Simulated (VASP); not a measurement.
# AlN in VASP: further runs

Aim: see how the results for AlN move with the level of theory and the settings. Levels: revPBE, r2SCAN, rSCAN. Tasks: single point, relaxation of cell and atoms.

All numbers are computed with VASP 6.6.1; they aren't measurements. Logs are shortened: lines on timing, memory, paths and dates and some standing lists are left out, and cuts for length are marked.

**The experiment to reproduce.**

From “Self-assembly of well-separated AlN nanowires directly on sputtered metallic TiN films”, 2019, arxiv:1910.07391, for a bulk crystal of AlN at 10 K: band gap 6.034 eV (an exciton energy, a little under the gap).

The runs below are set against these values where they give the same quantity.

**1. The cell of the first run**

It takes space group P6_3mc (No. 186, hexagonal). Conventional cell: a = 3.113 Å, b = 3.113 Å, c = 4.981 Å, α = 90.00°, β = 90.00°, γ = 120.00°. Al (site symmetry 3m) has 4 N at 1.89 Å within 2.5 Å. N (site symmetry 3m) has 4 Al at 1.89 Å within 2.5 Å.

**2. Single point, revPBE**

The input, INCAR:

```
SYSTEM = AlN
  PREC = Accurate
  ENCUT = 520
  EDIFF = 1E-6
  ISMEAR = -1
  SIGMA = 0.05
  LREAL = .False.
  LASPH = .True.
  NELM = 100
  ALGO = Normal
  ISIF = 2
  LWAVE = .False.
  LCHARG = .True.
  GGA = RE
  LELF = .True.
  LVHAR = .True.
  NBANDS = 16
```

The input, KPOINTS:

```
Automatic mesh
0
Gamma
  10 10 6
  0 0 0
```

The input, POSCAR:

```
AlN
1.0
    3.1130000000      0.0000000000      0.0000000000
   -1.5565000000      2.6959370820      0.0000000000
    0.0000000000      0.0000000000      4.9810000000
Al N
2 2
Direct
    0.6666666667      0.3333333333      0.5000000000
    0.3333333333      0.6666666667      0.0000000000
    0.6666666667      0.3333333333      0.8800000000
    0.3333333333      0.6666666667      0.3800000000
```

Potentials or basis: VASP PAW PBE potentials, release 64 (Al, N).

Command:

```console
cat potpaw_PBE.64/Al/POTCAR potpaw_PBE.64/N/POTCAR > POTCAR
mpirun -np 1 vasp_std > vasp.out
```

OUTCAR:

```text
SYSTEM = AlN
   PREC = Accurate
   ENCUT = 520
   EDIFF = 1E-6
   ISMEAR = -1
   LREAL = .False.
   LASPH = .True.
   NELM = 100
   ISIF = 2
   GGA = RE

 ion  position               nearest neighbor table
   1  0.667  0.333  0.500-   3 1.89   4 1.89   4 1.89   4 1.89   2 3.07   2 3.07   2 3.07   2 3.07
                             2 3.07   2 3.07
   2  0.333  0.667  0.000-   4 1.89   3 1.89   3 1.89   3 1.89   1 3.07   1 3.07   1 3.07   1 3.07
                             1 3.07   1 3.07
   3  0.667  0.333  0.880-   1 1.89   2 1.89   2 1.89   2 1.89
   4  0.333  0.667  0.380-   2 1.89   1 1.89   1 1.89   1 1.89

  LATTYP: Found a hexagonal cell.
 ALAT       =     3.1130000000
 C/A-ratio  =     1.6000642467

  Lattice vectors:

 A1 = (   3.1130000000,   0.0000000000,   0.0000000000)
 A2 = (  -1.5565000000,   2.6959370820,   0.0000000000)
 A3 = (   0.0000000000,   0.0000000000,   4.9810000000)

Analysis of symmetry for initial positions (statically):
=====================================================================
 Subroutine PRICEL returns:
 Original cell was already a primitive cell.

 Routine SETGRP: Setting up the symmetry group for a
 hexagonal supercell.

 Subroutine GETGRP returns: Found 12 space group operations
 (whereof  6 operations were pure point group operations)
 out of a pool of 24 trial point group operations.

The static configuration has the point symmetry C_3v.
 The point group associated with its full space group is C_6v.

Analysis of symmetry for dynamics (positions and initial velocities):
=====================================================================
 Subroutine PRICEL returns:
 Original cell was already a primitive cell.

 Routine SETGRP: Setting up the symmetry group for a
 hexagonal supercell.

 Subroutine GETGRP returns: Found 12 space group operations
 (whereof  6 operations were pure point group operations)
 out of a pool of 24 trial point group operations.

The dynamic configuration has the point symmetry C_3v.
 The point group associated with its full space group is C_6v.

 Subroutine INISYM returns: Found 12 space group operations
 (whereof  6 operations are pure point group operations),
 and found     1 'primitive' translations

----------------------------------------------------------------------------------------

                                     Primitive cell

  volume of cell :      41.8028

  direct lattice vectors                    reciprocal lattice vectors
     3.113000000  0.000000000  0.000000000     0.321233537  0.185464269  0.000000000
    -1.556500000  2.695937082  0.000000000     0.000000000  0.370928538  0.000000000
     0.000000000  0.000000000  4.981000000     0.000000000  0.000000000  0.200762899

  length of vectors
     3.113000000  3.113000000  4.981000000     0.370928538  0.370928538  0.200762899

  position of ions in fractional coordinates (direct lattice)
     0.666666667  0.333333333  0.500000000
     0.333333333  0.666666667  0.000000000
     0.666666667  0.333333333  0.880000000
     0.333333333  0.666666667  0.380000000

  ion indices of the primitive-cell ions
   primitive index   ion index
                 1           1
                 2           2
                 3           3
                 4           4

----------------------------------------------------------------------------------------

 KPOINTS: Automatic mesh

Automatic generation of k-mesh.
 Grid dimensions read from file:
 generate k-points for:   10   10    6

 Generating k-lattice:

  Cartesian coordinates                     Fractional coordinates (reciprocal lattice)
     0.032123354  0.018546427  0.000000000     0.100000000  0.000000000  0.000000000
     0.000000000  0.037092854  0.000000000     0.000000000  0.100000000  0.000000000
     0.000000000  0.000000000  0.033460483     0.000000000  0.000000000  0.166666667

  Length of vectors
     0.037092854  0.037092854  0.033460483

  Shift w.r.t. Gamma in fractional coordinates (k-lattice)
     0.000000000  0.000000000  0.000000000

 Subroutine IBZKPT returns following result:
 ===========================================

 Found     56 irreducible k-points:

 Following reciprocal coordinates:
            Coordinates               Weight
  0.000000  0.000000  0.000000      1.000000
  0.100000 -0.000000  0.000000      6.000000
  0.200000 -0.000000  0.000000      6.000000
  0.300000 -0.000000  0.000000      6.000000
  0.400000  0.000000  0.000000      6.000000
  0.500000 -0.000000  0.000000      3.000000
[... 16 lines left out ...]
  0.300000  0.100000  0.166667     24.000000
  0.400000  0.100000  0.166667     24.000000
 [... further k-points ...]
   k-points           NKPTS =     56   k-points in BZ     NKDIM =     56   number of bands    NBANDS=     16
   number of dos      NEDOS =    301   number of ions     NIONS =      4
   total plane-waves  NPLWV =  23040
   dimension x,y,z NGX =    24 NGY =   24 NGZ =   40
   dimension x,y,z NGXF=    48 NGYF=   48 NGZF=   80
   ions per type =               2   2
   NGX,Y,Z   is equivalent  to a cutoff of  12.82, 12.82, 13.35 a.u.
   NGXF,Y,Z  is equivalent  to a cutoff of  25.63, 25.63, 26.70 a.u.
 SYSTEM =  AlN
   PREC   = accura    normal or accurate (medium, high low for compatibility)
   ISTART =      0    job   : 0-new  1-cont  2-samecut
   ICHARG =      2    charge: 1-file 2-atom 10-const
   ISPIN  =      1    spin polarized calculation?
   LNONCOLLINEAR =      F non collinear calculations
   LSORBIT =      F    spin-orbit coupling
   LASPH  =      T    aspherical Exc in radial PAW
   ENCUT  =  520.0 eV  38.22 Ry    6.18 a.u.   5.79  5.79  9.26*2*pi/ulx,y,z
   NELM   =    100;   NELMIN=  2; NELMDL= -5     # of ELM steps
   EDIFF  = 0.1E-05   stopping-criterion for ELM
   LREAL  =      F    real-space projection
[... 7 lines left out ...]
   TEBEG  =    0.0;   TEEND  =   0.0 temperature during run
   PSTRESS=    0.0 pullay stress
   NELECT =      16.0000    total number of electrons
   NUPDOWN=      -1.0000    fix difference up-down
   EMIN   =  10.00;   EMAX   =-10.00  energy-range for DOS
   EFERMI =   0.00;   METHOD = LEGACY
   ISMEAR =    -1;   SIGMA  =   0.05  broadening in eV -4-tet -1-fermi 0-gaus
   EFERMI_NEDOS =   21; number of points for ismear=-14 and -15
   IALGO  =     38    algorithm
   IMIX   =      4    mixing-type and parameters
     AMIX     =   0.40;   BMIX     =  1.00
     AMIX_MAG =   1.60;   BMIX_MAG =  1.00
  volume/ion in A,a.u.               =      10.45        70.52
  Fermi-wavevector in a.u.,A,eV,Ry     =   1.188629  2.246183 19.222843  1.412839
  Thomas-Fermi vector in A             =   2.324754
   LORBIT       =      0    0 simple, 1 ext, 2 COOP (PROOUT), +10 PAW based schemes
   GGA     = RE    functional components
   LHFCALC =     F    Hartree Fock is set to
   AEXX    =    0.0000 exact exchange contribution
   IVDW    =     0    specifies the selected vdW correction
   LEPSILON=     F    determine dielectric tensor
   LRPA    =     F    only Hartree local field effects (RPA)
 non-spin polarized calculation
  energy-cutoff  :      520.00
  volume of cell :       41.80
 maximum number of plane-waves:      1142
 NGX is ok and might be reduce to    24
   NGX = 11   NGY = 11   NGZ = 19

 number of electron      15.9999997 magnetization

 Free energy of the ion-electron system (eV)
  ---------------------------------------------------
  ext. energy  EPLUGINS =         0.00000000
  ---------------------------------------------------
  free energy    TOTEN  =       -28.55430526 eV

  energy without entropy =      -28.55430526  energy(sigma->0) =      -28.55430526

 E-fermi :   7.1659     XC(G=0): -10.8134

 val. band max:        6.2080903203   @ k =   0.0000   0.0000   0.0000
 cond. band min:      10.4652892107   @ k =   0.0000   0.0000   0.0000
 fundamental gap:      4.2571988904
 Fermi energy:         7.1658676302

 k-point     1 :       0.0000    0.0000    0.0000
  band No.  band energies     occupation
      1      -8.9823      2.00000
      2      -6.8547      2.00000
      3       0.2578      2.00000
      4       5.3783      2.00000
      5       5.3783      2.00000
      6       6.0275      2.00000
[... 8 lines left out ...]
     15      19.4486      0.00000
     16      19.4486      0.00000

 k-point     2 :       0.1000   -0.0000    0.0000
  band No.  band energies     occupation
      1      -8.8563      2.00000
      2      -6.7843      2.00000
      3       0.4087      2.00000
      4       4.8015      2.00000
      5       5.2156      2.00000
      6       5.4606      2.00000
[... 8 lines left out ...]
     15      19.4079      0.00000
     16      19.4825      0.00000

 k-point     3 :       0.2000   -0.0000    0.0000
  band No.  band energies     occupation
      1      -8.4944      2.00000
      2      -6.6009      2.00000
      3       0.8497      2.00000
      4       3.4996      2.00000
      5       4.3580      2.00000
      6       4.8620      2.00000
[... 8 lines left out ...]
     15      18.5497      0.00000
     16      18.9980      0.00000

 k-point     4 :       0.3000   -0.0000    0.0000
  band No.  band energies     occupation
      1      -7.9542      2.00000
      2      -6.3947      2.00000
      3       1.5380      2.00000
      4       2.1489      2.00000
      5       3.2499      2.00000
      6       4.5014      2.00000
[... 8 lines left out ...]
     15      18.3930      0.00000
     16      20.2626      0.00000

 k-point     5 :       0.4000    0.0000    0.0000
  band No.  band energies     occupation
      1      -7.3647      2.00000
      2      -6.3069      2.00000
      3       1.1678      2.00000
      4       2.3330      2.00000
      5       2.4497      2.00000
      6       4.2468      2.00000
[... 8 lines left out ...]
     15      18.7406      0.00000
     16      21.3948      0.00000

 k-point     6 :       0.5000   -0.0000    0.0000
  band No.  band energies     occupation
      1      -7.0401      2.00000
      2      -6.3523      2.00000
      3       0.8126      2.00000
      4       2.0955      2.00000
      5       2.8927      2.00000
      6       4.1561      2.00000
[... 8 lines left out ...]
     15      19.1192      0.00000
     16      21.5110      0.00000
[... 267 lines left out ...]
 k-point    21 :       0.1000    0.1000    0.1667
  band No.  band energies     occupation
      1      -8.5118      2.00000
      2      -6.8367      2.00000
      3       0.9958      2.00000
      4       4.1781      2.00000
      5       4.1783      2.00000
      6       5.0898      2.00000
[... 8 lines left out ...]
     15      18.7947      0.00000
     16      19.6436      0.00000

 k-point    22 :       0.2000    0.1000    0.1667
  band No.  band energies     occupation
      1      -8.0670      2.00000
      2      -6.6050      2.00000
      3       1.3835      2.00000
      4       2.9463      2.00000
      5       3.4079      2.00000
      6       4.5903      2.00000
[... 8 lines left out ...]
     15      18.7141      0.00000
     16      20.0186      0.00000

 k-point    23 :       0.3000    0.1000    0.1667
  band No.  band energies     occupation
      1      -7.5067      2.00000
      2      -6.4047      2.00000
      3       1.3514      2.00000
      4       2.1908      2.00000
      5       2.9424      2.00000
      6       4.1211      2.00000
[... 8 lines left out ...]
     15      18.6928      0.00000
     16      20.7322      0.00000

 k-point    24 :       0.4000    0.1000    0.1667
  band No.  band energies     occupation
      1      -7.0211      2.00000
      2      -6.3665      2.00000
      3       0.8520      2.00000
      4       1.8596      2.00000
      5       3.1727      2.00000
      6       3.9556      2.00000
[... 8 lines left out ...]
     15      18.9185      0.00000
     16      21.2252      0.00000

 [... further k-points ...]

------------------------ aborting loop because EDIFF is reached ----------------------------------------

  FORCE on cell =-STRESS in cart. coord.  units (eV):
  Direction    XX          YY          ZZ          XY          YZ          ZX
  --------------------------------------------------------------------------------------
  -------------------------------------------------------------------------------------
  Total        1.4118791      1.4118791      1.8162044      0.0000000      0.0000000      0.0000000
  in kB       54.1131310     54.1131310     69.6097209      0.0000000      0.0000000      0.0000000
  external PRESSURE =      59.2786610 kB  Pullay stress =       0.0000000 kB

 VOLUME and BASIS-vectors are now :
 -----------------------------------------------------------------------------
  energy-cutoff  :      520.00
  volume of cell :       41.80
      direct lattice vectors                 reciprocal lattice vectors
     3.113000000  0.000000000  0.000000000     0.321233537  0.185464269  0.000000000
    -1.556500000  2.695937082  0.000000000     0.000000000  0.370928538  0.000000000
     0.000000000  0.000000000  4.981000000     0.000000000  0.000000000  0.200762899

 POSITION                                       TOTAL-FORCE (eV/Angst)
 -----------------------------------------------------------------------------------
      1.55650      0.89865      2.49050        -0.000000      0.000000     -0.135089
     -0.00000      1.79729      0.00000         0.000000     -0.000000     -0.135089
      1.55650      0.89865      4.38328         0.000000     -0.000000      0.135089
     -0.00000      1.79729      1.89278        -0.000000      0.000000      0.135089
 -----------------------------------------------------------------------------------
    total drift:                               -0.000000     -0.000000      0.000361

  FREE ENERGIE OF THE ION-ELECTRON SYSTEM (eV)
  ---------------------------------------------------
  free  energy   TOTEN  =       -28.5543052613 eV

  energy  without entropy=      -28.5543052612  energy(sigma->0) =      -28.55430526
```

It took 20 s on 1 thread of Intel Xeon Platinum 8488C (Sapphire Rapids), shared host; peak memory 0.17 GiB.

Results:

```yaml
Free_energy: -28.5543 eV
Pressure: 5.9 GPa
Largest_force: 0.135 eV/Å
Band_gap_on_the_k_mesh: 4.26 eV
```

Forces in eV/Å, atoms in the order of the input:
```
Al   0.000  0.000 -0.135
Al   0.000  0.000 -0.135
N    0.000  0.000  0.135
N    0.000  0.000  0.135
```

Caveat: the cell stands under pressure; the PAW data sets were made with another functional, which shifts forces and pressure a little. A k mesh can miss the band edges.

**3. Single point, r2SCAN**

This run uses another cell than the first one, of 10.40 Å³/atom.

The input, POSCAR:

```
AlN
1.0
    3.1067347332      0.0000000000      0.0000000000
   -1.5533673666      2.6905112018      0.0000000000
    0.0000000000      0.0000000000      4.9785472814
Al N
2 2
Direct
    0.6666666667      0.3333333333      0.4991939724
    0.3333333333      0.6666666667     -0.0008060276
    0.6666666667      0.3333333333      0.8808060276
    0.3333333333      0.6666666667      0.3808060276
```

The input, INCAR.step1:

```
SYSTEM = AlN
ALGO = Normal
EDIFF = 1E-4
ENCUT = 520
GGA = PE
ISMEAR = -1
LASPH = .True.
LCHARG = .False.
LREAL = .False.
LWAVE = .True.
NBANDS = 16
NELM = 60
PREC = Accurate
SIGMA = 0.05
```

The input, INCAR.step2:

```
SYSTEM = AlN
ALGO = Normal
EDIFF = 1E-6
ENCUT = 520
ISIF = 2
ISMEAR = -1
ISTART = 1
LASPH = .True.
LCHARG = .False.
LMIXTAU = .True.
LREAL = .False.
LWAVE = .False.
METAGGA = R2SCAN
NBANDS = 16
NELM = 60
PREC = Accurate
SIGMA = 0.05
```

The input, KPOINTS:

```
k-points
0
Gamma
  10 10 6
  0 0 0
```

Potentials or basis: VASP PAW PBE potentials, release 64 (Al, N).

Command:

```console
cat potpaw_PBE.64/Al/POTCAR potpaw_PBE.64/N/POTCAR > POTCAR
cp INCAR.step1 INCAR
mpirun -np 1 vasp_std > vasp.out
cp INCAR.step2 INCAR
mpirun -np 1 vasp_std > vasp.out
```

OUTCAR:

```text
SYSTEM = AlN
   EDIFF = 1E-6
   ENCUT = 520
   ISIF = 2
   ISMEAR = -1
   ISTART = 1
   LASPH = .True.
   LREAL = .False.
   METAGGA = R2SCAN
   NELM = 60
   PREC = Accurate

 ion  position               nearest neighbor table
   1  0.667  0.333  0.499-   4 1.89   4 1.89   4 1.89   3 1.90   2 3.07   2 3.07   2 3.07   2 3.07
                             2 3.07   2 3.07
   2  0.333  0.667  0.999-   3 1.89   3 1.89   3 1.89   4 1.90   1 3.07   1 3.07   1 3.07   1 3.07
                             1 3.07   1 3.07
   3  0.667  0.333  0.881-   2 1.89   2 1.89   2 1.89   1 1.90
   4  0.333  0.667  0.381-   1 1.89   1 1.89   1 1.89   2 1.90

  LATTYP: Found a hexagonal cell.
 ALAT       =     3.1067347332
 C/A-ratio  =     1.6025015680

  Lattice vectors:

 A1 = (   3.1067347332,   0.0000000000,   0.0000000000)
 A2 = (  -1.5533673666,   2.6905112018,   0.0000000000)
 A3 = (   0.0000000000,   0.0000000000,   4.9785472814)

Analysis of symmetry for initial positions (statically):
=====================================================================
 Subroutine PRICEL returns:
 Original cell was already a primitive cell.

 Routine SETGRP: Setting up the symmetry group for a
 hexagonal supercell.

[... 176 lines left out ...]
 fundamental gap:      4.9201360468
 Fermi energy:         6.8563611391

 k-point     1 :       0.0000    0.0000    0.0000
  band No.  band energies     occupation
      1     -10.0626      2.00000
      2      -7.9408      2.00000
      3      -0.1516      2.00000
      4       5.0332      2.00000
      5       5.0332      2.00000
      6       5.6940      2.00000
[... 433 lines left out ...]
      3       0.4452      2.00000
      4       1.4677      2.00000
      5       2.8106      2.00000
      6       3.5943      2.00000
[... 8 lines left out ...]
     15      19.5648      0.00000
     16      22.0134      0.00000

 [... further k-points ...]

------------------------ aborting loop because EDIFF is reached ----------------------------------------

  FORCE on cell =-STRESS in cart. coord.  units (eV):
  Direction    XX          YY          ZZ          XY          YZ          ZX
  --------------------------------------------------------------------------------------
  -------------------------------------------------------------------------------------
  Total       -0.1041778     -0.1041778     -0.0984603      0.0000000      0.0000000     -0.0000000
  in kB       -4.0109209     -4.0109209     -3.7907916      0.0000000      0.0000000     -0.0000000
  external PRESSURE =      -3.9375444 kB  Pullay stress =       0.0000000 kB

 VOLUME and BASIS-vectors are now :
 -----------------------------------------------------------------------------
  energy-cutoff  :      520.00
  volume of cell :       41.61
      direct lattice vectors                 reciprocal lattice vectors
     3.106734733  0.000000000  0.000000000     0.321881360  0.185838290  0.000000000
    -1.553367367  2.690511202  0.000000000     0.000000000  0.371676579  0.000000000
     0.000000000  0.000000000  4.978547281     0.000000000  0.000000000  0.200861806

 POSITION                                       TOTAL-FORCE (eV/Angst)
 -----------------------------------------------------------------------------------
      1.55337      0.89684      2.48526        -0.000000      0.000000     -0.002117
     -0.00000      1.79367      4.97453         0.000000      0.000000     -0.002117
      1.55337      0.89684      4.38513         0.000000     -0.000000      0.002117
     -0.00000      1.79367      1.89586        -0.000000      0.000000      0.002117
 -----------------------------------------------------------------------------------
    total drift:                               -0.000000     -0.000000     -0.025649

  FREE ENERGIE OF THE ION-ELECTRON SYSTEM (eV)
  ---------------------------------------------------
  free  energy   TOTEN  =       -38.4564527308 eV

  energy  without entropy=      -38.4564527307  energy(sigma->0) =      -38.45645273
```

Run time: 62 s. Hardware: 1 thread of Intel Xeon Platinum 8488C (Sapphire Rapids), shared host; peak memory 0.17 GiB.

Results:

| Property | Result |
| --- | --- |
| Free energy | -38.4565 eV |
| Pressure | -0.4 GPa |
| Band gap on the k mesh | 4.92 eV |

Forces on the atoms (eV/Å):
```
Al   0.000  0.000 -0.002
Al   0.000  0.000 -0.002
N    0.000  0.000  0.002
N    0.000  0.000  0.002
```

Caveat: the PAW data sets were made with another functional, which shifts forces and pressure a little.

(Part 1 of 2 ends here.)
